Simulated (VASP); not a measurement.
Set up this calculation in VASP 6.6.1, as the native input.

- Task: relaxation of cell and atoms
- Functional: PBEsol
- Dispersion: D3(BJ)
- Potentials or basis: VASP PAW PBE potentials, release 64 (Rh_pv)
- Cutoff: 600 eV
- k mesh: 10 × 10 × 3
- Occupations: fermi-dirac, width 0.15 eV
- Spin: no spin polarisation
- Target pressure: 2 GPa
- Dipole correction: no
- Further INCAR settings: ALGO = Normal; EDIFF = 1e-07; IBRION = 2; EDIFFG = -0.01; NSW = 80; ISIF = 3

The structure of Rh lies in POSCAR:

```
Rh
1.0
    2.6917400000      0.0000000000      0.0000000000
   -1.3458700000      2.3311200000      0.0000000000
    0.0000000000      0.0000000000      8.7980700000
Rh
4
Direct
    0.0000000000      0.0000000000      0.0000000000
    0.3333333333      0.6666666667      0.2500000000
    0.0000000000      0.0000000000      0.5000000000
    0.6666666667      0.3333333333      0.7500000000
```

This isn't the form of Rh at room conditions, which is fcc.

One way to write it, as run:

INCAR

```
SYSTEM = Rh
PREC = Accurate ; ENCUT = 600
EDIFF = 1E-7 ; ISMEAR = -1
SIGMA = 0.15 ; LREAL = .FALSE.
LASPH = .TRUE. ; NELM = 80
ALGO = Normal ; ISIF = 3
LWAVE = .FALSE. ; LCHARG = .FALSE.
GGA = PS ; IVDW = 12
IBRION = 2 ; NSW = 80
EDIFFG = -0.01 ; PSTRESS = 20.0
```

KPOINTS

```
Automatic mesh
0
G
  10 10 3
  0 0 0
```

Potentials or basis: VASP PAW PBE potentials, release 64 (Rh_pv).

Command:

```bash
$ cat potpaw_PBE.64/Rh_pv/POTCAR > POTCAR
$ mpirun -np 1 vasp_std > vasp.out
```

It gave:

```yaml
Relaxed_volume: 13.14 Å³/atom
Relaxed_cell: a = 2.648 Å, b = 2.648 Å, c = 8.654 Å, α = 90.00°, β = 90.00°, γ = 120.00°
Space_group_after_relaxing_to_0.1_Å: P6_3/mmc (No. 194)
Energy_change_on_relaxing_the_run_minimises_the_enthalpy: -22.4 meV/atom
Ionic_steps: 7
Pressure_after_relaxing: 2.0 GPa
Band_gap_on_the_k_mesh: zero (bands 30 and 31 overlap by 2.01 eV)
Dispersion_energy_per_atom: -0.637 eV
```

Caveat: the cell is relaxed towards a set pressure, so the run minimises the enthalpy, not the energy; the PAW data sets were made with another functional, which shifts forces and pressure a little.

It took 2.6 min on 1 thread of Intel(R) Xeon(R) 6975P-C (Granite Rapids), on a shared host, peak memory 0.23 GiB.
